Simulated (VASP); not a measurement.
**Rh: single point with LDA**

Crystal: Rh.

```xyz
4
Lattice="2.3650 0.0000 0.0000 -1.1825 2.5544 0.0000 0.0000 0.0000 8.6669" Properties=species:S:1:pos:R:3 pbc="T T T"
Rh    0.0000    0.0000    0.0000
Rh    0.0000    1.7029    2.1667
Rh    0.0000    0.0000    4.3334
Rh    1.1825    0.8515    6.5002
```

This cell differs from its parent crystal: strain +e along x and -e along y -0.1100, strain +e along z and -e/2 along x and y +0.0000.

| Property | Result |
| --- | --- |
| Program | VASP 6.6.1 |
| Task | single point |
| Functional | LDA |
| Potentials or basis | VASP PAW LDA potentials, release 64 (Rh_pv) |
| Cutoff | 520 eV |
| k mesh | 18 × 18 × 6 |
| Occupations | gaussian, width 0.15 eV |
| Spin | no spin polarisation |
| Dipole correction | no |
| Further INCAR settings | ALGO = Fast; EDIFF = 1e-06; NBANDS = 38 |

| Item | Value |
| --- | --- |
| Pressure | 19.3 GPa |
| Largest force | 0.535 eV/Å |
| Band gap on the k mesh | zero (bands 30 and 31 overlap by 2.32 eV) |

Forces in eV/Å, atoms in the order of the input:
```
Rh   0.000  0.000  0.000
Rh   0.000 -0.535  0.000
Rh   0.000  0.000  0.000
Rh   0.000  0.535  0.000
```

Stress tensor (GPa, compression positive):
```
 73.84   0.00   0.00
  0.00 -20.03   0.00
  0.00   0.00   4.03
```

Levels at points of the mesh, in eV from the Fermi level:
```tsv
k point	band 26	band 27	band 28	band 29	band 30	band 31	band 32	band 33	band 34	band 35
(0.00, 0.00, 0.00)	-1.50	-1.45	-1.00	-0.99	-0.74	-0.49	-0.19	0.12	0.43	0.60
(0.50, 0.00, 0.00)	-0.18	0.02	0.46	0.50	0.57	1.51	1.84	2.25	3.31	5.76
(0.00, 0.50, 0.00)	-0.03	0.60	0.67	0.73	0.73	0.76	0.92	0.94	1.31	3.26
(0.00, 0.00, 0.50)	-1.49	-1.34	-1.34	-1.26	-1.26	-0.30	-0.30	-0.20	-0.20	0.73
(0.50, 0.00, 0.50)	-0.92	-0.36	-0.36	0.57	0.57	0.80	0.80	4.03	4.03	5.60
(0.00, 0.50, 0.50)	-1.52	0.54	0.54	0.69	0.69	0.99	0.99	2.01	2.01	3.16
```

It took 8.5 min on 1 thread of AMD EPYC 7R13 Processor (Zen 3), with other jobs on the host, peak memory 0.51 GiB.

Caveat: the cell differs from its parent crystal (strain +e along x and -e along y -0.1100, strain +e along z and -e/2 along x and y +0.0000); the stress differs along the axes, from -20 to 74 GPa.
